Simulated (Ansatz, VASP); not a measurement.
SiO2: VASP beside Ansatz

```xyz
6
Lattice="-2.3819 2.3819 3.7564 2.3819 -2.3819 3.7564 2.3819 2.3819 -3.7564" Properties=species:S:1:pos:R:3 pbc="T T T"
Si    0.0000    0.0000    0.0000
Si    0.0000    2.3819    1.8782
O     1.1910    2.9697    2.8173
O     0.5878    1.1910    0.9391
O    -1.1910    1.7942    2.8173
O    -0.5878    3.5729    0.9391
```

Alike in both runs: task single point; functional PBEsol; k mesh 6 × 6 × 6; no spin polarisation.

|  | VASP | Ansatz |
| --- | --- | --- |
| version | VASP 6.6.1 | Ansatz 0.2.0 |
| potentials or method | VASP PAW PBE potentials, release 64 (Si, O), cutoff 520 eV | plane waves, PAW |
| occupations | gaussian, width 0.01 eV | fixed |
| valence electrons in the cell | 32 | 32 |

```tsv
	VASP	Ansatz	Ansatz less VASP
pressure (GPa)	0.0	-0.6	-0.53
traceless stress, the component that is largest in VASP (GPa)	-1.32	-1.39	-0.069
```

VASP's potentials were made for PBE, not for PBEsol.
